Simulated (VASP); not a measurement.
# Ga (I4/mmm) in VASP: a series of runs

Runs on Ga. Level: PBE. Tasks: electric field gradients.

Program: VASP 6.6.1. These are calculated values, not measurements. Logs are shortened: lines on timing, memory, paths and dates and some standing lists are left out, and cuts for length are marked.

## (1) The cell of the first run

It takes space group I4/mmm (No. 139, tetragonal). The conventional cell has a = 2.827 Å, b = 2.827 Å, c = 4.488 Å, α = 90.00°, β = 90.00°, γ = 90.00°. Ga (site symmetry 4/mmm) has 12 Ga at 2.83 to 3.00 Å within 3.7 Å.

## (2) Electric field gradients, PBE (17.93 Å³/atom)

INCAR

```
PREC     = Accurate       # precision mode
ENCUT    = 400            # plane-wave cutoff, eV
EDIFF    = 1E-8           # SCF threshold, eV
ISMEAR   = -1             # smearing method
SIGMA    = 0.05           # smearing width, eV
LREAL    = False          # projectors in reciprocal space
LASPH    = True           # aspherical terms in the spheres
NELM     = 120            # most SCF steps
ALGO     = Normal         # electronic algorithm
ISIF     = 2              # what is computed and relaxed
LWAVE    = False          # write WAVECAR
LCHARG   = False          # write CHGCAR
GGA      = PE             # functional
LEFG     = True         
ISYM     = 0            
NBANDS   = 12             # bands
GGA_COMPAT= False
```

KPOINTS

```
regular mesh
0
Gamma
  14 14 16
```

POSCAR

```
Ga
1.0
   -1.4132982842      1.4132982842      2.2437620196
    1.4132982842     -1.4132982842      2.2437620196
    1.4132982842      1.4132982842     -2.2437620196
Ga
1
Direct
    0.0000000000      0.0000000000      0.0000000000
```

Potentials or basis: VASP PAW PBE potentials, release 64 (Ga_d).

The run is started by

```
$ cat potpaw_PBE.64/Ga_d/POTCAR > POTCAR
$ mpirun -np 1 vasp_std > vasp.out
```

OUTCAR:

```text
PREC = Accurate
   ENCUT = 400
   EDIFF = 1E-8
   ISMEAR = -1
   LREAL = False
   LASPH = True
   NELM = 120
   ISIF = 2
   GGA = PE
   ISYM = 0

 ion  position               nearest neighbor table
   1  0.000  0.000  0.000-

IMPORTANT INFORMATION: All symmetrisations will be switched off!
NOSYMM: (Re-)initialisation of all symmetry stuff for point group C_1.

----------------------------------------------------------------------------------------

                                     Primitive cell

  volume of cell :      17.9269

  direct lattice vectors                    reciprocal lattice vectors
    -1.413298284  1.413298284  2.243762020     0.000000000  0.353782358  0.222840032
     1.413298284 -1.413298284  2.243762020     0.353782358  0.000000000  0.222840032
     1.413298284  1.413298284 -2.243762020     0.353782358  0.353782358  0.000000000

  length of vectors
     3.004878048  3.004878048  3.004878048     0.418114383  0.418114383  0.500323809

  position of ions in fractional coordinates (direct lattice)
     0.000000000  0.000000000  0.000000000

  ion indices of the primitive-cell ions
   primitive index   ion index
                 1           1

----------------------------------------------------------------------------------------

 KPOINTS: regular mesh

Automatic generation of k-mesh.
 Grid dimensions read from file:
 generate k-points for:   14   14   16

 Generating k-lattice:

  Cartesian coordinates                     Fractional coordinates (reciprocal lattice)
     0.000000000  0.025270168  0.015917145     0.071428571  0.000000000 -0.000000000
     0.025270168  0.000000000  0.015917145     0.000000000  0.071428571 -0.000000000
     0.022111397  0.022111397  0.000000000     0.000000000  0.000000000  0.062500000

  Length of vectors
     0.029865313  0.029865313  0.031270238

  Shift w.r.t. Gamma in fractional coordinates (k-lattice)
     0.000000000  0.000000000  0.000000000

 -----------------------------------------------------------------------------
|                                                                             |
|           W    W    AA    RRRRR   N    N  II  N    N   GGGG   !!!           |
|           W    W   A  A   R    R  NN   N  II  NN   N  G    G  !!!           |
[... 114 lines left out ...]

 E-fermi :   6.0626     XC(G=0): -11.2757

 val. band max:        6.0372694160   @ k =   0.0714  -0.3571   0.3125
 cond. band min:       6.0775443381   @ k =   0.3571  -0.0714   0.3750
 fundamental gap:      0.0402749220
 Fermi energy:         6.0626022556

 k-point     1 :       0.0000    0.0000    0.0000
  band No.  band energies     occupation
      1      -8.9980      2.00000
      2      -8.8718      2.00000
      3      -8.8718      2.00000
      4      -8.8505      2.00000
      5      -8.7167      2.00000
      6      -5.4022      2.00000
      7      18.8420      0.00000
      8      18.8420      0.00000
      9      18.8714      0.00000
     10      22.3224      0.00000
     11      22.3510      0.00000
     12      22.9675      0.00000
[... 331 lines left out ...]
 k-point    24 :       0.0714    0.1429   -0.0000
  band No.  band energies     occupation
      1      -8.9733      2.00000
      2      -8.8834      2.00000
      3      -8.8523      2.00000
      4      -8.8232      2.00000
      5      -8.7275      2.00000
      6      -4.5559      2.00000
      7      13.5086      0.00000
      8      15.8599      0.00000
      9      17.9952      0.00000
     10      21.1181      0.00000
     11      21.7888      0.00000
     12      23.9514      0.00000

 [... further k-points ...]

------------------------ aborting loop because EDIFF is reached ----------------------------------------

  FORCE on cell =-STRESS in cart. coord.  units (eV):
  Direction    XX          YY          ZZ          XY          YZ          ZX
  --------------------------------------------------------------------------------------
  -------------------------------------------------------------------------------------
  Total        0.3118050      0.3118051      0.2507380     -0.0118967      0.0105449      0.0105449
  in kB       27.8669375     27.8669400     22.4091977     -1.0632453      0.9424284      0.9424289
  external PRESSURE =      26.0476917 kB  Pullay stress =       0.0000000 kB

 VOLUME and BASIS-vectors are now :
 -----------------------------------------------------------------------------
  energy-cutoff  :      400.00
  volume of cell :       17.93
      direct lattice vectors                 reciprocal lattice vectors
    -1.413298284  1.413298284  2.243762020     0.000000000  0.353782358  0.222840032
     1.413298284 -1.413298284  2.243762020     0.353782358  0.000000000  0.222840032
     1.413298284  1.413298284 -2.243762020     0.353782358  0.353782358  0.000000000

 POSITION                                       TOTAL-FORCE (eV/Angst)
 -----------------------------------------------------------------------------------
      0.00000      0.00000      0.00000        -0.000000      0.000000     -0.000000
 -----------------------------------------------------------------------------------
    total drift:                               -0.000000      0.000000     -0.000000

  FREE ENERGIE OF THE ION-ELECTRON SYSTEM (eV)
  ---------------------------------------------------
  free  energy   TOTEN  =        -2.8794983250 eV

  energy  without entropy=       -2.8767541740  energy(sigma->0) =       -2.87812625

 Electric field gradients (V/A^2)
---------------------------------------------------------------------
 ion       V_xx      V_yy      V_zz      V_xy      V_xz      V_yz
---------------------------------------------------------------------
   1      -9.835    -9.835    19.671     0.222     0.234     0.234
---------------------------------------------------------------------

 Electric field gradients after diagonalization (V/A^2)
 (convention: |V_zz| > |V_xx| > |V_yy|)
----------------------------------------------------------------------
 ion       V_xx      V_yy      V_zz     asymmetry (V_yy - V_xx)/ V_zz
----------------------------------------------------------------------
   1     -10.058    -9.617    19.674       0.022
----------------------------------------------------------------------

           NMR quadrupolar parameters

 Cq : quadrupolar parameter    Cq=e*Q*V_zz/h
 eta: asymmetry parameters     (V_yy - V_xx)/ V_zz
 Q  : nuclear electric quadrupole moment in mb (millibarn)
----------------------------------------------------------------------
 ion       Cq(MHz)       eta       Q (mb)
----------------------------------------------------------------------
   1       0.048       0.022       1.000
----------------------------------------------------------------------
```

OSZICAR:

```text
N       E                     dE             d eps       ncg     rms          rms(c)
DAV:   1     0.388167986059E+02    0.38817E+02   -0.58931E+03 41092   0.167E+03
DAV:   2    -0.115592549678E+01   -0.39973E+02   -0.38534E+02 40008   0.232E+02
DAV:   3    -0.289626776017E+01   -0.17403E+01   -0.17369E+01 43564   0.411E+01
DAV:   4    -0.290941847988E+01   -0.13151E-01   -0.13149E-01 43332   0.376E+00
DAV:   5    -0.290956252800E+01   -0.14405E-03   -0.14405E-03 44280   0.372E-01    0.896E-01
DAV:   6    -0.288568865775E+01    0.23874E-01   -0.37178E-02 47164   0.396E+00    0.454E-01
DAV:   7    -0.288011705191E+01    0.55716E-02   -0.71320E-03 54500   0.146E+00    0.123E-01
DAV:   8    -0.287949433319E+01    0.62272E-03   -0.66408E-04 44536   0.468E-01    0.905E-03
DAV:   9    -0.287949792314E+01   -0.35899E-05   -0.71901E-06 51480   0.389E-02    0.329E-03
DAV:  10    -0.287949846407E+01   -0.54093E-06   -0.24882E-07 43908   0.740E-03    0.343E-04
DAV:  11    -0.287949836935E+01    0.94718E-07   -0.58436E-09 31712   0.129E-03    0.121E-04
DAV:  12    -0.287949832302E+01    0.46330E-07   -0.11457E-09 25192   0.453E-04    0.835E-06
DAV:  13    -0.287949832495E+01   -0.19349E-08   -0.22545E-10 21940   0.161E-04
   1 F= -.28794983E+01 E0= -.28781262E+01  d E =-.274415E-02
```

Wall time 4.8 min (1 thread of Oxide Virtual Turin-like, shared host); peak memory 0.28 GiB.

What came out:

| Item | Value |
| --- | --- |
| Free energy | -2.8795 eV |
| Pressure | 2.6 GPa |
| Band gap on the k mesh | zero (an odd number of electrons rules out a gap without spin polarisation) |
| Largest electric field gradient by atom | Ga +19.7 V/Å² |

Levels at points of the mesh, in eV from the Fermi level:
| k point | band 4 | band 5 | band 6 | band 7 | band 8 | band 9 |
| --- | --- | --- | --- | --- | --- | --- |
| (0.00, 0.00, 0.00) | -14.91 | -14.78 | -11.46 | 12.78 | 12.78 | 12.81 |
| (0.50, 0.00, 0.00) | -14.75 | -14.71 | -4.97 | -4.21 | 8.60 | 11.71 |
| (0.00, 0.50, 0.00) | -14.75 | -14.71 | -4.97 | -4.21 | 8.60 | 11.71 |
| (0.50, 0.50, 0.00) | -14.74 | -14.64 | -2.22 | -1.40 | 4.08 | 4.99 |
| (0.00, 0.00, 0.50) | -14.74 | -14.64 | -2.22 | -1.40 | 4.08 | 4.99 |
| (0.50, 0.00, 0.50) | -14.74 | -14.71 | -4.97 | -4.21 | 8.60 | 11.71 |
| (0.00, 0.50, 0.50) | -14.74 | -14.71 | -4.97 | -4.21 | 8.60 | 11.71 |
| (0.50, 0.50, 0.50) | -14.71 | -14.71 | -3.86 | -3.61 | 6.46 | 6.46 |

Electric field gradients, principal values (V/Å²):
```
atom   least   middle  greatest (by size)
1 Ga  -9.617  -10.058              19.674
```

Caveat: without QUAD_EFG the Cq values of the log hold for a quadrupole moment of 1 mb, not for the nuclei.

## (3) Electric field gradients, PBE (18.28 Å³/atom)

This run uses another cell than the first one, of 18.28 Å³/atom.

INCAR

```
SYSTEM = Ga
  PREC = Accurate
  ENCUT = 400
  EDIFF = 1E-8
  ISMEAR = -1
  SIGMA = 0.05
  LREAL = .False.
  LASPH = .True.
  NELM = 120
  ALGO = Normal
  ISIF = 2
  LWAVE = .False.
  LCHARG = .False.
  GGA = PE
  LEFG = .True.
  ISYM = 0
  NBANDS = 12
  GGA_COMPAT = .False.
```

KPOINTS

```
Automatic mesh
0
Gamma
  14 14 16
  0 0 0
```

POSCAR

```
Ga
1.0
   -1.4224758030      1.4224758030      2.2583323111
    1.4224758030     -1.4224758030      2.2583323111
    1.4224758030      1.4224758030     -2.2583323111
Ga
1
Direct
    0.0000000000      0.0000000000      0.0000000000
```

Potentials or basis: VASP PAW PBE potentials, release 64 (Ga_d).

The run is started by

```
$ cat potpaw_PBE.64/Ga_d/POTCAR > POTCAR
$ mpirun -np 1 vasp_std > vasp.out
```

OUTCAR:

```text
SYSTEM = Ga
   PREC = Accurate
   ENCUT = 400
   EDIFF = 1E-8
   ISMEAR = -1
   LREAL = .False.
   LASPH = .True.
   NELM = 120
   ISIF = 2
   GGA = PE
   ISYM = 0

 ion  position               nearest neighbor table
   1  0.000  0.000  0.000-

IMPORTANT INFORMATION: All symmetrisations will be switched off!
NOSYMM: (Re-)initialisation of all symmetry stuff for point group C_1.

----------------------------------------------------------------------------------------
[... 552 lines left out ...]
    total drift:                                0.000000      0.000000     -0.000000

  FREE ENERGIE OF THE ION-ELECTRON SYSTEM (eV)
  ---------------------------------------------------
  free  energy   TOTEN  =        -2.8849271856 eV

  energy  without entropy=       -2.8820366899  energy(sigma->0) =       -2.88348194

 Electric field gradients (V/A^2)
---------------------------------------------------------------------
 ion       V_xx      V_yy      V_zz      V_xy      V_xz      V_yz
---------------------------------------------------------------------
   1      -9.639    -9.639    19.277     0.436     0.308     0.308
---------------------------------------------------------------------

 Electric field gradients after diagonalization (V/A^2)
 (convention: |V_zz| > |V_xx| > |V_yy|)
----------------------------------------------------------------------
 ion       V_xx      V_yy      V_zz     asymmetry (V_yy - V_xx)/ V_zz
----------------------------------------------------------------------
   1     -10.075    -9.209    19.284       0.045
----------------------------------------------------------------------

           NMR quadrupolar parameters

 Cq : quadrupolar parameter    Cq=e*Q*V_zz/h
 eta: asymmetry parameters     (V_yy - V_xx)/ V_zz
 Q  : nuclear electric quadrupole moment in mb (millibarn)
----------------------------------------------------------------------
 ion       Cq(MHz)       eta       Q (mb)
----------------------------------------------------------------------
   1       0.047       0.045       1.000
----------------------------------------------------------------------
```

Wall time 5 min (1 thread of Oxide Virtual Turin-like, shared host); peak memory 0.28 GiB.

Results:

- Free energy: -2.8849 eV
- Pressure: 1.4 GPa
- Band gap on the k mesh: zero (an odd number of electrons rules out a gap without spin polarisation)
- Largest electric field gradient by atom: Ga +19.3 V/Å²

Levels at points of the mesh, in eV from the Fermi level:
| k point | band 4 | band 5 | band 6 | band 7 | band 8 | band 9 |
| --- | --- | --- | --- | --- | --- | --- |
| (0.00, 0.00, 0.00) | -14.89 | -14.76 | -11.31 | 12.56 | 12.56 | 12.58 |
| (0.50, 0.00, 0.00) | -14.73 | -14.69 | -4.95 | -4.11 | 8.47 | 11.51 |
| (0.00, 0.50, 0.00) | -14.73 | -14.69 | -4.95 | -4.11 | 8.47 | 11.51 |
| (0.50, 0.50, 0.00) | -14.73 | -14.63 | -2.16 | -1.45 | 4.03 | 4.94 |
| (0.00, 0.00, 0.50) | -14.73 | -14.63 | -2.16 | -1.45 | 4.03 | 4.94 |
| (0.50, 0.00, 0.50) | -14.73 | -14.69 | -4.95 | -4.11 | 8.47 | 11.51 |
| (0.00, 0.50, 0.50) | -14.73 | -14.69 | -4.95 | -4.11 | 8.47 | 11.51 |
| (0.50, 0.50, 0.50) | -14.70 | -14.70 | -3.87 | -3.52 | 6.38 | 6.38 |

Electric field gradients, principal values (V/Å²):
```csv
atom,least,middle,greatest (by size)
1 Ga,-9.209,-10.075,19.284
```

Caveat: without QUAD_EFG the Cq values of the log hold for a quadrupole moment of 1 mb, not for the nuclei.

The gap in the log of VASP goes by the Fermi energy; the results here count the filled bands.